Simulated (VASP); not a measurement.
Hf2ZrC3, 6 atoms in the cell. Symmetry: P-6m2, No. 187, hexagonal system. The conventional cell has a = 4.415 Å, b = 4.415 Å, c = 6.136 Å, α = 90.00°, β = 90.00°, γ = 120.00°. Zr (site symmetry -6m2) has 5 C at 1.87 to 2.55 Å and 3 Hf at 2.55 Å within 2.6 Å. Within 3.7 Å of Hf (site symmetry -6m2) lie 6 C at 2.82 Å and 2 Hf at 3.07 Å. Hf (site symmetry -6m2) has 3 Zr at 2.55 Å and 9 C at 2.55 to 3.16 Å and 2 Hf at 3.07 Å within 3.4 Å. Within 2.5 Å of C (site symmetry 3m) lie 1 Zr at 1.87 Å and 1 C at 2.40 Å. Within 3.4 Å of C (site symmetry -6m2) lie 3 Hf at 2.55 Å and 3 Zr at 2.55 Å and 6 C at 3.16 Å. The cell was built from a structure type or drawn by symmetry, and may not be a known phase.

```yaml
Program: VASP 6.6.1
Task: relaxation of cell and atoms
Functional: PBE
Potentials_or_basis: VASP PAW PBE potentials, release 64 (Zr_sv, Hf_pv, C)
Cutoff: 600 eV
k_mesh: 6 × 6 × 4
Occupations: gaussian, width 0.1 eV
Spin: no spin polarisation
Dipole_correction: no
Further_INCAR_settings: ALGO = Normal; EDIFF = 1e-07; IBRION = 2; EDIFFG = -0.04; NSW = 90; ISIF = 3
```

Potentials or basis: VASP PAW PBE potentials, release 64 (Zr_sv, Hf_pv, C).

The run is started by

```console
$ cat potpaw_PBE.64/Zr_sv/POTCAR potpaw_PBE.64/Hf_pv/POTCAR potpaw_PBE.64/C/POTCAR > POTCAR
$ mpirun -np 1 vasp_std > vasp.out
```

Hardware: 1 thread of AMD EPYC 9R45 96-Core Processor (Zen 5), on a shared host.

Question: Estimate the wall time of this run.

Answer: Wall time 12 min on 1 thread of AMD EPYC 9R45 96-Core Processor (Zen 5), on a shared host, peak memory 0.27 GiB. Counts: scf iterations 193, k points 21, ion steps 17.
